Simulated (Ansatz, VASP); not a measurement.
# ZnCd3Te2 in VASP and in Ansatz

```
Zn Cd Te
1.0
     7.43462    0.00000    0.00000
    -3.71731    6.43857    0.00000
     0.00000    0.00000    4.31981
Zn Cd Te
1 3 2
Direct
  0.00000 0.00000 0.53410
  0.50000 0.50000 0.53242
  0.50000 0.00000 0.53242
  0.00000 0.50000 0.53242
  0.66667 0.33333 0.03114
  0.33333 0.66667 0.03114
```

Change from the starting cell: species swapped into the ErCo3Ge2 type (P6mm, No. 183).

Alike in both runs: functional PBE; k mesh 3 × 3 × 4; occupations gaussian, width 0.1 eV; no spin polarisation.

Ansatz relaxed the structure, and its values are those at the end. VASP's run is a single point on that final structure, the one shown.

|  | VASP | Ansatz |
| --- | --- | --- |
| version | VASP 6.6.1 | Ansatz 0.2.0 |
| potentials or method | VASP PAW PBE potentials, release 64 (Zn, Cd, Te), cutoff 520 eV | scalar-relativistic, plane waves, PAW |
| valence electrons in the cell | 60 | 104 |

Ansatz gave:

```
gap on the k mesh at the Fermi level (eV) : none
pressure (GPa)                            : 0.0
rms of the force components (eV/Å)        : 0.006
```

**Question.** Which values does VASP return?

**Answer.** gap on the k mesh at the Fermi level (eV): none; pressure (GPa): 0.1; rms of the force components (eV/Å): 0.007.

A gap of «none» marks a metal or a gap that the smearing closes. The functional is the same, so the differences come from potentials, cutoffs and numerics. VASP's potentials hold 60 valence electrons a cell and Ansatz's 104, so a difference there can come from the potentials and not from the codes.

The k mesh is coarse, so the values compare programs but aren't converged. Neither program's run includes spin-orbit coupling.
